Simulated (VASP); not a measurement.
Input of a VASP 6.6.1 run:

File INCAR:

```
SYSTEM = SnTe
ALGO = Normal
EDIFF = 1E-6
ENCUT = 500
GGA = PS
GGA_COMPAT = .FALSE.
ISIF = 2
ISMEAR = 0
LASPH = .TRUE.
LCHARG = .TRUE.
LELF = .TRUE.
LREAL = .FALSE.
LVHAR = .TRUE.
LWAVE = .FALSE.
NBANDS = 17
NELM = 120
PREC = Accurate
SIGMA = 0.03
```

File KPOINTS:

```
k-points
0
G
  10 10 10
  0 0 0
```

Contents of POSCAR:

```
SnTe
1.0
    0.0000000000      3.1565000000      3.0775875000
    3.1565000000      0.0000000000      3.0775875000
    3.1565000000      3.1565000000      0.0000000000
Sn Te
1 1
Direct
    0.0000000000      0.0000000000      0.0000000000
    0.5000000000      0.5000000000      0.5000000000
```

Potentials or basis: VASP PAW PBE potentials, release 64 (Sn_d, Te).

Command:

```bash
$ cat potpaw_PBE.64/Sn_d/POTCAR potpaw_PBE.64/Te/POTCAR > POTCAR
$ mpirun -np 1 vasp_std > vasp.out
```

Q: Predict the pressure.

A: 0.7 GPa.

Q: Estimate the band gap on the k mesh.

A: 0.24 eV.

Stress tensor (GPa, compression positive):
```
-0.51  0.00  0.00
 0.00 -0.51  0.00
 0.00  0.00  3.24
```

Caveat: the cell differs from its parent crystal (strain +0.000 along x and y, -0.025 along z); the PAW data sets were made with another functional, which shifts forces and pressure a little; spin-orbit coupling is left out, which moves the levels of the heavy elements. A k mesh can miss the band edges.
